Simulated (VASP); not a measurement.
# SiC: single point with PBEsol+D3(BJ)

The system is SiC.

```
CELL_PARAMETERS angstrom
3.06282 0.00000 0.00000
1.53141 2.65248 0.00000
1.53141 0.88416 2.50078
ATOMIC_POSITIONS crystal
Si 0.00000 0.00000 0.00000
C 0.75000 0.75000 0.75000
```

```
Program             : VASP 6.6.1
Task                : single point
Functional          : PBEsol
Dispersion          : D3(BJ)
Potentials or basis : VASP PAW PBE potentials, release 64 (Si, C)
Cutoff              : 600 eV
k mesh              : 10 × 10 × 10
Occupations         : tetrahedron
Spin                : no spin polarisation
```

```
Pressure                   : 0.3 GPa
Band gap on the k mesh     : 1.22 eV (least direct gap 4.46 eV)
Dispersion energy per atom : -0.246 eV
```

Levels at points of the mesh, in eV from the valence-band top:
| k point | band 1 | band 2 | band 3 | band 4 | band 5 | band 6 | band 7 | band 8 |
| --- | --- | --- | --- | --- | --- | --- | --- | --- |
| (0.00, 0.00, 0.00) | -15.57 | 0.00 | 0.00 | 0.00 | 6.40 | 7.37 | 7.37 | 7.37 |
| (0.50, 0.00, 0.00) | -11.90 | -8.70 | -1.06 | -1.06 | 5.54 | 7.21 | 7.21 | 10.02 |
| (0.50, 0.50, 0.00) | -10.41 | -7.89 | -3.25 | -3.25 | 1.22 | 4.26 | 14.17 | 14.17 |

It took 8.6 s on 1 thread of Intel Xeon 8259CL (shared host), peak memory 0.15 GiB.

Caveat: the PAW data sets were made with another functional, which shifts forces and pressure a little. A k mesh can miss the band edges.
